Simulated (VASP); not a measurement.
# I (I4_1/amd) in VASP: single point with LDA

Aim: the single point of I with LDA.

All numbers are computed with VASP 6.6.1; they aren't measurements. Logs are shortened: lines on timing, memory, paths and dates and some standing lists are left out, and cuts for length are marked.

## (1) The cell of the first run

The structure is tetragonal, space group I4_1/amd (No. 141). The conventional cell has a = 4.650 Å, b = 4.650 Å, c = 2.468 Å, α = 90.00°, β = 90.00°, γ = 90.00°. Within 3.2 Å of I (site symmetry -4m2) lie 10 I at 2.41 to 2.97 Å.

## (2) Single point, LDA

The input, INCAR:

```
SYSTEM = I
ALGO = Normal ; EDIFF = 1E-6
ENCUT = 520 ; GGA = CA
ISIF = 2 ; ISMEAR = -1
LASPH = .True. ; LCHARG = .False.
LREAL = .False. ; LWAVE = .False.
NBANDS = 14 ; NELM = 80
PREC = Accurate ; SIGMA = 0.05
```

The input, KPOINTS:

```
k-points
0
Gamma
  17 17 17
  0 0 0
```

The input, POSCAR:

```
I
1.0
   -2.3249746267      2.3249746267      1.2341882153
    2.3249746267     -2.3249746267      1.2341882153
    2.3249746267      2.3249746267     -1.2341882153
I
2
Direct
   -0.3750000000     -0.1250000000     -0.2500000000
    0.3750000000      0.1250000000      0.2500000000
```

Potentials or basis: VASP PAW LDA potentials, release 64 (I).

Run with:

```console
cat potpaw_LDA.64/I/POTCAR > POTCAR
mpirun -np 1 vasp_std > vasp.out
```

OUTCAR:

```text
SYSTEM = I
   EDIFF = 1E-6
   ENCUT = 520
   GGA = CA
   ISIF = 2
   ISMEAR = -1
   LASPH = .True.
   LREAL = .False.
   NELM = 80
   PREC = Accurate

 ion  position               nearest neighbor table
   1  0.625  0.875  0.750-   2 2.41   2 2.41   2 2.41   2 2.41   2 2.97   2 2.97   2 2.97   2 2.97

   2  0.375  0.125  0.250-   1 2.41   1 2.41   1 2.41   1 2.41   1 2.97   1 2.97   1 2.97   1 2.97

  LATTYP: Found a body centered tetragonal cell.
 ALAT       =     4.6499492534
 C/A-ratio  =     0.5308394342

  Lattice vectors:

 A1 = (  -2.3249746267,   2.3249746267,   1.2341882153)
 A2 = (   2.3249746267,  -2.3249746267,   1.2341882153)
 A3 = (   2.3249746267,   2.3249746267,  -1.2341882153)

Analysis of symmetry for initial positions (statically):
=====================================================================
 Subroutine PRICEL returns:
 Original cell was already a primitive cell.

 Routine SETGRP: Setting up the symmetry group for a
 body centered tetragonal supercell.

 Subroutine GETGRP returns: Found 16 space group operations
 (whereof  4 operations were pure point group operations)
 out of a pool of 16 trial point group operations.

The static configuration has the point symmetry C_2h.
 The point group associated with its full space group is D_4h.

Analysis of symmetry for dynamics (positions and initial velocities):
=====================================================================
 Subroutine PRICEL returns:
 Original cell was already a primitive cell.

 Routine SETGRP: Setting up the symmetry group for a
 body centered tetragonal supercell.

 Subroutine GETGRP returns: Found 16 space group operations
 (whereof  4 operations were pure point group operations)
 out of a pool of 16 trial point group operations.

The dynamic configuration has the point symmetry C_2h.
 The point group associated with its full space group is D_4h.

 Subroutine INISYM returns: Found 16 space group operations
 (whereof  4 operations are pure point group operations),
 and found     1 'primitive' translations

----------------------------------------------------------------------------------------

                                     Primitive cell

  volume of cell :      26.6857

  direct lattice vectors                    reciprocal lattice vectors
    -2.324974627  2.324974627  1.234188215     0.000000000  0.215056110  0.405124594
     2.324974627 -2.324974627  1.234188215     0.215056110  0.000000000  0.405124594
     2.324974627  2.324974627 -1.234188215     0.215056110  0.215056110  0.000000000

  length of vectors
     3.512012896  3.512012896  3.512012896     0.458666619  0.458666619  0.304135268

  position of ions in fractional coordinates (direct lattice)
     0.625000000  0.875000000  0.750000000
     0.375000000  0.125000000  0.250000000

  ion indices of the primitive-cell ions
   primitive index   ion index
                 1           1
                 2           2

----------------------------------------------------------------------------------------

 KPOINTS: k-points

Automatic generation of k-mesh.
 Grid dimensions read from file:
 generate k-points for:   17   17   17

 Generating k-lattice:

  Cartesian coordinates                     Fractional coordinates (reciprocal lattice)
     0.000000000  0.012650359  0.023830858     0.058823529  0.000000000  0.000000000
     0.012650359  0.000000000  0.023830858     0.000000000  0.058823529  0.000000000
     0.012650359  0.012650359  0.000000000     0.000000000  0.000000000  0.058823529

  Length of vectors
     0.026980389  0.026980389  0.017890310

  Shift w.r.t. Gamma in fractional coordinates (k-lattice)
     0.000000000  0.000000000  0.000000000

 Subroutine IBZKPT returns following result:
 ===========================================

 Found    405 irreducible k-points:

 Following reciprocal coordinates:
            Coordinates               Weight
  0.000000  0.000000  0.000000      1.000000
  0.058824  0.000000 -0.000000      8.000000
  0.117647  0.000000 -0.000000      8.000000
  0.176471  0.000000  0.000000      8.000000
  0.235294  0.000000 -0.000000      8.000000
  0.294118  0.000000 -0.000000      8.000000
[... 16 lines left out ...]
 -0.176471  0.058824  0.000000     16.000000
 -0.117647  0.058824  0.000000     16.000000
 [... further k-points ...]
   k-points           NKPTS =    405   k-points in BZ     NKDIM =    405   number of bands    NBANDS=     14
   number of dos      NEDOS =    301   number of ions     NIONS =      2
   total plane-waves  NPLWV =  21952
   dimension x,y,z NGX =    28 NGY =   28 NGZ =   28
   dimension x,y,z NGXF=    56 NGYF=   56 NGZF=   56
   ions per type =               2
   NGX,Y,Z   is equivalent  to a cutoff of  13.25, 13.25, 13.25 a.u.
   NGXF,Y,Z  is equivalent  to a cutoff of  26.51, 26.51, 26.51 a.u.
 SYSTEM =  I
   PREC   = accura    normal or accurate (medium, high low for compatibility)
   ISTART =      0    job   : 0-new  1-cont  2-samecut
   ICHARG =      2    charge: 1-file 2-atom 10-const
   ISPIN  =      1    spin polarized calculation?
   LNONCOLLINEAR =      F non collinear calculations
   LSORBIT =      F    spin-orbit coupling
   LASPH  =      T    aspherical Exc in radial PAW
   ENCUT  =  520.0 eV  38.22 Ry    6.18 a.u.   6.53  6.53  6.53*2*pi/ulx,y,z
   NELM   =     80;   NELMIN=  2; NELMDL= -5     # of ELM steps
   EDIFF  = 0.1E-05   stopping-criterion for ELM
   LREAL  =      F    real-space projection
   EDIFFG = 0.1E-04   stopping-criterion for IOM
   NSW    =      0    number of steps for IOM
   IBRION =     -1    ionic relax: 0-MD 1-quasi-New 2-CG
   NFREE  =      0    steps in history (QN), initial steepest desc. (CG)
   ISIF   =      2    stress and relaxation
   ISYM   =      2    0-nonsym 1-usesym 2-fastsym
   POTIM  = 0.5000    time-step for ionic-motion
   TEBEG  =    0.0;   TEEND  =   0.0 temperature during run
   PSTRESS=    0.0 pullay stress
   NELECT =      14.0000    total number of electrons
   NUPDOWN=      -1.0000    fix difference up-down
   EMIN   =  10.00;   EMAX   =-10.00  energy-range for DOS
   EFERMI =   0.00;   METHOD = LEGACY
   ISMEAR =    -1;   SIGMA  =   0.05  broadening in eV -4-tet -1-fermi 0-gaus
   EFERMI_NEDOS =   21; number of points for ismear=-14 and -15
   IALGO  =     38    algorithm
   IMIX   =      4    mixing-type and parameters
     AMIX     =   0.40;   BMIX     =  1.00
     AMIX_MAG =   1.60;   BMIX_MAG =  1.00
  volume/ion in A,a.u.               =      13.34        90.04
  Fermi-wavevector in a.u.,A,eV,Ry     =   1.320358  2.495114 23.719638  1.743344
  Thomas-Fermi vector in A             =   2.450190
   LORBIT       =      0    0 simple, 1 ext, 2 COOP (PROOUT), +10 PAW based schemes
   GGA     = CA    functional components
   LHFCALC =     F    Hartree Fock is set to
   AEXX    =    0.0000 exact exchange contribution
   IVDW    =     0    specifies the selected vdW correction
   LEPSILON=     F    determine dielectric tensor
   LRPA    =     F    only Hartree local field effects (RPA)
 non-spin polarized calculation
  energy-cutoff  :      520.00
  volume of cell :       26.69
 maximum number of plane-waves:       733
 NGX is ok and might be reduce to    28
   NGX = 13   NGY = 13   NGZ = 13

 number of electron      13.9999998 magnetization

 Free energy of the ion-electron system (eV)
  ---------------------------------------------------
  ext. energy  EPLUGINS =         0.00000000
  ---------------------------------------------------
  free energy    TOTEN  =        13.29562169 eV

  energy without entropy =       13.30119307  energy(sigma->0) =       13.29840738

 E-fermi :  23.9318     XC(G=0): -13.8918

 val. band max:       23.9202299179   @ k =   0.3529   0.1765  -0.0000
 cond. band min:      23.9378347116   @ k =  -0.1765   0.4706   0.1765
 fundamental gap:      0.0176047937
 Fermi energy:        23.9317990593

 k-point     1 :       0.0000    0.0000    0.0000
  band No.  band energies     occupation
      1      -1.9821      2.00000
      2      11.0819      2.00000
      3      11.9575      2.00000
      4      11.9575      2.00000
      5      20.0757      2.00000
      6      25.3156      0.00000
      7      25.3156      0.00000
      8      27.3019      0.00000
      9      27.9445      0.00000
     10      30.1460      0.00000
     11      31.0075      0.00000
     12      32.6494      0.00000
     13      32.6500      0.00000
     14      32.7809      0.00000

 k-point     2 :       0.0588    0.0000   -0.0000
  band No.  band energies     occupation
      1      -1.8651      2.00000
      2      10.6268      2.00000
      3      11.9792      2.00000
      4      12.6331      2.00000
      5      20.2472      2.00000
      6      24.8778      0.00000
      7      25.3806      0.00000
      8      26.5179      0.00000
      9      26.6849      0.00000
     10      29.8979      0.00000
     11      30.5655      0.00000
     12      30.8068      0.00000
     13      31.8796      0.00000
     14      34.6330      0.00000

 k-point     3 :       0.1176    0.0000   -0.0000
  band No.  band energies     occupation
      1      -1.5142      2.00000
      2      10.1069      2.00000
      3      12.0508      2.00000
      4      13.8065      2.00000
      5      20.7492      2.00000
      6      23.5642      1.99872
      7      24.2434      0.00393
      8      24.9985      0.00000
      9      25.4520      0.00000
     10      28.8053      0.00000
     11      28.9229      0.00000
     12      30.5868      0.00000
     13      33.2317      0.00000
     14      36.5782      0.00000
[... 324 lines left out ...]
 k-point    23 :      -0.1765    0.0588    0.0000
  band No.  band energies     occupation
      1      -1.3621      2.00000
      2       9.1227      2.00000
      3      12.0055      2.00000
      4      14.7852      2.00000
      5      21.3357      2.00000
      6      22.5940      2.00000
      7      23.7996      1.86722
      8      24.7550      0.00000
      9      25.4021      0.00000
     10      28.9061      0.00000
     11      29.5417      0.00000
     12      31.3507      0.00000
     13      33.8964      0.00000
     14      36.2316      0.00000

 k-point    24 :      -0.1176    0.0588    0.0000
  band No.  band energies     occupation
      1      -1.7637      2.00000
      2       9.5751      2.00000
      3      12.0130      2.00000
      4      13.6030      2.00000
      5      20.6612      2.00000
      6      23.8724      1.53273
      7      25.0675      0.00000
      8      26.3207      0.00000
      9      26.7088      0.00000
     10      30.2307      0.00000
     11      30.8538      0.00000
     12      31.4264      0.00000
     13      32.2313      0.00000
     14      34.2695      0.00000

 [... further k-points ...]
[... 5 lines left out ...]
  --------------------------------------------------------------------------------------
  -------------------------------------------------------------------------------------
  Total       48.6287426     48.6287426     48.6699829     -0.0000000      0.0000000      0.0000000
  in kB     2919.6164388   2919.6164388   2922.0924639     -0.0000000      0.0000000      0.0000000
  external PRESSURE =    2920.4417805 kB  Pullay stress =       0.0000000 kB

 VOLUME and BASIS-vectors are now :
 -----------------------------------------------------------------------------
  energy-cutoff  :      520.00
  volume of cell :       26.69
      direct lattice vectors                 reciprocal lattice vectors
    -2.324974627  2.324974627  1.234188215     0.000000000  0.215056110  0.405124594
     2.324974627 -2.324974627  1.234188215     0.215056110  0.000000000  0.405124594
     2.324974627  2.324974627 -1.234188215     0.215056110  0.215056110  0.000000000

 POSITION                                       TOTAL-FORCE (eV/Angst)
 -----------------------------------------------------------------------------------
      2.32497      1.16249      0.92564         0.000000      0.000000     -0.000000
     -0.00000      1.16249      0.30855        -0.000000     -0.000000      0.000000
 -----------------------------------------------------------------------------------
    total drift:                               -0.000000      0.000000     -0.000000

  FREE ENERGIE OF THE ION-ELECTRON SYSTEM (eV)
  ---------------------------------------------------
  free  energy   TOTEN  =        13.2956216948 eV

  energy  without entropy=       13.3011930659  energy(sigma->0) =       13.29840738
```

Wall time 61 s (1 thread of Intel Xeon 6975P-C (Granite Rapids), shared host); peak memory 0.24 GiB.

What came out:

```
Free energy            : 13.2956 eV
Pressure               : 292.0 GPa
Band gap on the k mesh : zero (band 7 reaches 30.84 eV, above the bottom of band 8 at 20.14 eV)
```

Levels at points of the mesh, in eV from the Fermi level:
```csv
k point,band 4,band 5,band 6,band 7,band 8,band 9,band 10,band 11
"(0.00, 0.00, 0.00)",-11.97,-3.86,1.38,1.38,3.37,4.01,6.21,7.08
```

Caveat: spin-orbit coupling is left out, which moves the levels of the heavy elements.
